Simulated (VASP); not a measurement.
# ZnAu (P4/mmm) in VASP: single point with PBE

Aim: the single point of ZnAu with PBE.

All numbers are computed with VASP 6.6.1; they aren't measurements. Logs are shortened: lines on timing, memory, paths and dates and some standing lists are left out, and cuts for length are marked.

### Step 1. The cell of the first run

Symmetry: P4/mmm, No. 123, tetragonal system. Conventional cell: a = 3.178 Å, b = 3.178 Å, c = 3.147 Å, α = 90.00°, β = 90.00°, γ = 90.00°. Zn (site symmetry 4/mmm) has 8 Au at 2.74 Å and 6 Zn at 3.15 to 3.18 Å within 3.6 Å. Within 3.6 Å of Au (site symmetry 4/mmm) lie 8 Zn at 2.74 Å and 6 Au at 3.15 to 3.18 Å.

### Step 2. Single point, PBE (x and y stretched by +1 %, z held)

Contents of INCAR:

```
PREC     = Accurate       # precision mode
ENCUT    = 520            # plane-wave cutoff, eV
EDIFF    = 1E-6           # SCF threshold, eV
ISMEAR   = -1             # smearing method
SIGMA    = 0.05           # smearing width, eV
LREAL    = F              # projectors in reciprocal space
LASPH    = T              # aspherical terms in the spheres
NELM     = 80             # most SCF steps
ALGO     = Normal         # electronic algorithm
ISIF     = 2              # what is computed and relaxed
LWAVE    = F              # write WAVECAR
LCHARG   = F              # write CHGCAR
GGA      = PE             # functional
NBANDS   = 18             # bands
```

Contents of KPOINTS:

```
Automatic mesh
0
Gamma
  13 13 13
```

Contents of POSCAR:

```
ZnAu
1.0
    3.1784700000      0.0000000000      0.0000000000
    0.0000000000      3.1784700000      0.0000000000
    0.0000000000      0.0000000000      3.1470000000
Zn Au
1 1
Direct
    0.5000000000      0.5000000000      0.5000000000
    0.0000000000      0.0000000000      0.0000000000
```

Potentials or basis: VASP PAW PBE potentials, release 64 (Zn, Au).

Run with:

```
$ cat potpaw_PBE.64/Zn/POTCAR potpaw_PBE.64/Au/POTCAR > POTCAR
$ mpirun -np 1 vasp_std > vasp.out
```

OUTCAR:

```text
PREC = Accurate
   ENCUT = 520
   EDIFF = 1E-6
   ISMEAR = -1
   LREAL = F
   LASPH = T
   NELM = 80
   ISIF = 2
   GGA = PE

 ion  position               nearest neighbor table
   1  0.500  0.500  0.500-   2 2.74   2 2.74   2 2.74   2 2.74   2 2.74   2 2.74   2 2.74   2 2.74

   2  0.000  0.000  0.000-   1 2.74   1 2.74   1 2.74   1 2.74   1 2.74   1 2.74   1 2.74   1 2.74

  LATTYP: Found a simple tetragonal cell.
 ALAT       =     3.1784700000
 C/A-ratio  =     0.9900990099

  Lattice vectors:

 A1 = (   3.1784700000,   0.0000000000,   0.0000000000)
 A2 = (   0.0000000000,   3.1784700000,   0.0000000000)
 A3 = (   0.0000000000,   0.0000000000,   3.1470000000)

Analysis of symmetry for initial positions (statically):
=====================================================================
 Subroutine PRICEL returns:
 Original cell was already a primitive cell.

 Routine SETGRP: Setting up the symmetry group for a
 simple tetragonal supercell.

 Subroutine GETGRP returns: Found 16 space group operations
 (whereof 16 operations were pure point group operations)
 out of a pool of 16 trial point group operations.

The static configuration has the point symmetry D_4h.

Analysis of symmetry for dynamics (positions and initial velocities):
=====================================================================
 Subroutine PRICEL returns:
 Original cell was already a primitive cell.

 Routine SETGRP: Setting up the symmetry group for a
 simple tetragonal supercell.

 Subroutine GETGRP returns: Found 16 space group operations
 (whereof 16 operations were pure point group operations)
 out of a pool of 16 trial point group operations.

The dynamic configuration has the point symmetry D_4h.

 Subroutine INISYM returns: Found 16 space group operations
 (whereof 16 operations are pure point group operations),
 and found     1 'primitive' translations

----------------------------------------------------------------------------------------

                                     Primitive cell

  volume of cell :      31.7931

  direct lattice vectors                    reciprocal lattice vectors
[... 80 lines left out ...]
   ICHARG =      2    charge: 1-file 2-atom 10-const
   ISPIN  =      1    spin polarized calculation?
   LNONCOLLINEAR =      F non collinear calculations
   LSORBIT =      F    spin-orbit coupling
   LASPH  =      T    aspherical Exc in radial PAW
   ENCUT  =  520.0 eV  38.22 Ry    6.18 a.u.   5.91  5.91  5.85*2*pi/ulx,y,z
   NELM   =     80;   NELMIN=  2; NELMDL= -5     # of ELM steps
   EDIFF  = 0.1E-05   stopping-criterion for ELM
   LREAL  =      F    real-space projection
   EDIFFG = 0.1E-04   stopping-criterion for IOM
   NSW    =      0    number of steps for IOM
   IBRION =     -1    ionic relax: 0-MD 1-quasi-New 2-CG
   NFREE  =      0    steps in history (QN), initial steepest desc. (CG)
   ISIF   =      2    stress and relaxation
   ISYM   =      2    0-nonsym 1-usesym 2-fastsym
   POTIM  = 0.5000    time-step for ionic-motion
   TEBEG  =    0.0;   TEEND  =   0.0 temperature during run
   PSTRESS=    0.0 pullay stress
   NELECT =      23.0000    total number of electrons
   NUPDOWN=      -1.0000    fix difference up-down
   EMIN   =  10.00;   EMAX   =-10.00  energy-range for DOS
   EFERMI =   0.00;   METHOD = LEGACY
   ISMEAR =    -1;   SIGMA  =   0.05  broadening in eV -4-tet -1-fermi 0-gaus
   EFERMI_NEDOS =   21; number of points for ismear=-14 and -15
   IALGO  =     38    algorithm
   IMIX   =      4    mixing-type and parameters
     AMIX     =   0.40;   BMIX     =  1.00
     AMIX_MAG =   1.60;   BMIX_MAG =  1.00
  volume/ion in A,a.u.               =      15.90       107.28
  Fermi-wavevector in a.u.,A,eV,Ry     =   1.469625  2.777188 29.385820  2.159797
  Thomas-Fermi vector in A             =   2.584980
   LORBIT       =      0    0 simple, 1 ext, 2 COOP (PROOUT), +10 PAW based schemes
   GGA     = PE    functional components
   LHFCALC =     F    Hartree Fock is set to
   AEXX    =    0.0000 exact exchange contribution
   IVDW    =     0    specifies the selected vdW correction
   LEPSILON=     F    determine dielectric tensor
   LRPA    =     F    only Hartree local field effects (RPA)
 non-spin polarized calculation
  energy-cutoff  :      520.00
  volume of cell :       31.79
 maximum number of plane-waves:       878
 NGX is ok and might be reduce to    24
   NGX = 11   NGY = 11   NGZ = 11

 number of electron      23.0000024 magnetization

 Free energy of the ion-electron system (eV)
  ---------------------------------------------------
  ext. energy  EPLUGINS =         0.00000000
  ---------------------------------------------------
  free energy    TOTEN  =        -4.74633947 eV

  energy without entropy =       -4.74039554  energy(sigma->0) =       -4.74336751

 E-fermi :   6.8883     XC(G=0): -12.2648

 val. band max:        6.8872378501   @ k =   0.3846   0.2308   0.4615
 cond. band min:       6.8894424590   @ k =   0.1538   0.0000   0.3077
 fundamental gap:      0.0022046089
 Fermi energy:         6.8882629311

 k-point     1 :       0.0000    0.0000    0.0000
  band No.  band energies     occupation
      1      -3.5814      2.00000
      2      -1.1805      2.00000
      3      -1.1797      2.00000
      4      -0.5452      2.00000
      5      -0.5292      2.00000
      6      -0.5292      2.00000
[... 481 lines left out ...]
      5      -0.4343      2.00000
      6       0.3324      2.00000
[... 10 lines left out ...]
     17      20.7297      0.00000
     18      20.9730      0.00000

 [... further k-points ...]

------------------------ aborting loop because EDIFF is reached ----------------------------------------

  FORCE on cell =-STRESS in cart. coord.  units (eV):
  Direction    XX          YY          ZZ          XY          YZ          ZX
  --------------------------------------------------------------------------------------
  -------------------------------------------------------------------------------------
  Total        0.4836813      0.4836813      0.4061069      0.0000000      0.0000000      0.0000000
  in kB       24.3745669     24.3745669     20.4652925      0.0000000      0.0000000      0.0000000
  external PRESSURE =      23.0714754 kB  Pullay stress =       0.0000000 kB

 VOLUME and BASIS-vectors are now :
 -----------------------------------------------------------------------------
  energy-cutoff  :      520.00
  volume of cell :       31.79
      direct lattice vectors                 reciprocal lattice vectors
     3.178470000  0.000000000  0.000000000     0.314616781  0.000000000  0.000000000
     0.000000000  3.178470000  0.000000000     0.000000000  0.314616781  0.000000000
     0.000000000  0.000000000  3.147000000     0.000000000  0.000000000  0.317762949

 POSITION                                       TOTAL-FORCE (eV/Angst)
 -----------------------------------------------------------------------------------
      1.58923      1.58923      1.57350         0.000000      0.000000      0.000000
      0.00000      0.00000      0.00000         0.000000      0.000000      0.000000
 -----------------------------------------------------------------------------------
    total drift:                                0.000000      0.000000     -0.000000

  FREE ENERGIE OF THE ION-ELECTRON SYSTEM (eV)
  ---------------------------------------------------
  free  energy   TOTEN  =        -4.7463394742 eV

  energy  without entropy=       -4.7403955428  energy(sigma->0) =       -4.74336751
```

OSZICAR:

```text
N       E                     dE             d eps       ncg     rms          rms(c)
DAV:   1     0.131785240353E+03    0.13179E+03   -0.11465E+04  7264   0.164E+03
DAV:   2     0.333107538292E+00   -0.13145E+03   -0.12530E+03  7146   0.315E+02
DAV:   3    -0.514529852364E+01   -0.54784E+01   -0.54386E+01  7938   0.692E+01
DAV:   4    -0.519298704674E+01   -0.47689E-01   -0.47672E-01  7716   0.570E+00
DAV:   5    -0.519349351974E+01   -0.50647E-03   -0.50647E-03  7574   0.630E-01    0.808E+00
DAV:   6    -0.477861290584E+01    0.41488E+00   -0.12012E+00  7604   0.120E+01    0.518E+00
DAV:   7    -0.475421174530E+01    0.24401E-01   -0.29545E-02  9470   0.346E+00    0.277E+00
DAV:   8    -0.474632218995E+01    0.78896E-02   -0.95997E-03  7316   0.998E-01    0.156E-01
DAV:   9    -0.474632773962E+01   -0.55497E-05   -0.29643E-04  8322   0.273E-01    0.753E-02
DAV:  10    -0.474633869373E+01   -0.10954E-04   -0.42639E-05  7590   0.675E-02    0.176E-02
DAV:  11    -0.474633971081E+01   -0.10171E-05   -0.29861E-06  7266   0.235E-02    0.489E-03
DAV:  12    -0.474633947419E+01    0.23662E-06   -0.12812E-07  3830   0.976E-03
   1 F= -.47463395E+01 E0= -.47433675E+01  d E =-.594393E-02
```

stdout:

```text
POSCAR found type information on POSCAR ZnAu
 POSCAR found :  2 types and       2 ions
 scaLAPACK will be used
 LDA part: xc-table for (Slater+PW92), standard interpolation
 POSCAR, INCAR and KPOINTS ok, starting setup
 FFT: planning ... GRIDC
 FFT: planning ... GRID_SOFT
 FFT: planning ... GRID
 WAVECAR not read
 entering main loop
```

It took 48 s on 1 thread of AMD EPYC 7R13 (Zen 3), shared host; peak memory 0.21 GiB.

Results:

* Free energy: -4.7463 eV
* Pressure: 2.3 GPa
* Band gap on the k mesh: zero (an odd number of electrons rules out a gap without spin polarisation)

Caveat: the cell differs from its parent crystal (x and y stretched by +1 %, z held); spin-orbit coupling is left out, which moves the levels of the heavy elements.
